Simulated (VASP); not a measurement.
## TiW3: single point with PBE

The system is TiW3.

```xyz
4
Lattice="2.6789 0.0000 0.0000 -1.3395 2.3200 0.0000 0.0000 0.0000 10.6595" Properties=species:S:1:pos:R:3 pbc="T T T"
Ti    1.3395    0.7733    5.3298
W     0.0000    1.5467    7.9946
W     0.0000    1.5467    2.6649
W     1.3395    0.7733    0.0000
```

| Quantity | Value |
| --- | --- |
| Program | VASP 6.6.1 |
| Task | single point |
| Functional | PBE |
| Potentials or basis | VASP PAW PBE potentials, release 64 (Ti_sv, W_sv) |
| Cutoff | 520 eV |
| k mesh | 6 × 6 × 2 |
| Occupations | gaussian, width 0.1 eV |
| Spin | no spin polarisation |
| Dipole correction | no |
| Further INCAR settings | ALGO = Normal; EDIFF = 1e-06; NBANDS = 35 |

```json
{
  "Pressure": "6.3 GPa",
  "Largest force": "0.578 eV/Å",
  "Band gap on the k mesh": "zero (band 27 reaches 11.15 eV, above the bottom of band 28 at 9.64 eV)"
}
```

Forces on the atoms (eV/Å):
```
Ti   0.000  0.000  0.000
W    0.000  0.000  0.578
W    0.000  0.000 -0.578
W    0.000  0.000  0.000
```

Stress tensor (GPa, compression positive):
```
 19.65   0.00   0.00
  0.00  19.65   0.00
  0.00   0.00 -20.31
```

Levels at points of the mesh, in eV from the Fermi level:
```
           k point  band 25  band 26  band 27  band 28  band 29  band 30
(0.00, 0.00, 0.00)    -0.31    -0.31    -0.23    -0.23    -0.07    -0.07
(0.50, 0.00, 0.00)    -0.43     0.01     0.98     1.52     1.70     2.17
(0.00, 0.00, 0.50)    -0.32    -0.32    -0.22    -0.22    -0.08    -0.08
(0.50, 0.00, 0.50)    -0.19     0.42     1.13     1.53     1.54     1.62
```

Wall time 21 s on 1 thread of Intel(R) Xeon(R) 6975P-C (Granite Rapids), on a shared host, peak memory 0.19 GiB.

Caveat: the k points lie up to 0.45 Å⁻¹ apart; spin-orbit coupling is left out, which moves the levels of the heavy elements.
